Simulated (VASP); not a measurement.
Set up this calculation in VASP 6.6.1, as the native input.

```
Task                   : relaxation of cell and atoms
Functional             : LDA
Potentials or basis    : VASP PAW LDA potentials, release 64 (B, N)
Cutoff                 : 600 eV
k mesh                 : 12 × 12 × 12
Occupations            : gaussian, width 0.01 eV
Spin                   : no spin polarisation
Target pressure        : 1 GPa
Dipole correction      : no
Further INCAR settings : ALGO = Normal; EDIFF = 1e-07; IBRION = 2; EDIFFG = -0.001; NSW = 80; ISIF = 3
```

The structure of BN lies in POSCAR:

```
BN
1.0
    0.0000000000      1.7902744181      1.7902744181
    1.7902744181      0.0000000000      1.7902744181
    1.7902744181      1.7902744181      0.0000000000
B N
1 1
Direct
    0.0000000000      0.0000000000      0.0000000000
    0.7500000000      0.7500000000      0.7500000000
```

These files were run (other wordings do the same):

INCAR

```
PREC = Accurate
ENCUT = 600
EDIFF = 1E-7
ISMEAR = 0
SIGMA = 0.01
LREAL = F
LASPH = T
NELM = 120
ALGO = Normal
ISIF = 3
LWAVE = F
LCHARG = F
IBRION = 2
NSW = 80
EDIFFG = -0.001
PSTRESS = 10.0
GGA_COMPAT = F
NELMIN = 4
```

KPOINTS

```
regular mesh
0
Gamma
  12 12 12
```

Potentials or basis: VASP PAW LDA potentials, release 64 (B, N).

Command:

```bash
$ cat potpaw_LDA.64/B/POTCAR potpaw_LDA.64/N/POTCAR > POTCAR
$ mpirun -np 1 vasp_std > vasp.out
```

It gave:

| Property | Result |
| --- | --- |
| Relaxed volume | 5.73 Å³/atom |
| Relaxed cell | a = 2.531 Å, b = 2.531 Å, c = 2.531 Å, α = 60.00°, β = 60.00°, γ = 60.00° |
| Space group after relaxing (to 0.05 Å) | F-43m (No. 216) |
| Energy change on relaxing (the enthalpy is what falls) | +0.0 meV/atom |
| Ionic steps | 3 |
| Pressure after relaxing | 1.0 GPa |
| Band gap on the k mesh | 4.38 eV, indirect (least direct gap 8.82 eV) |

Caveat: the cell is relaxed towards a set pressure, so the enthalpy falls and the energy may rise.

Wall time 12 s on 1 thread of AMD EPYC 9R45 (Zen 5), on a shared host, peak memory 0.08 GiB.
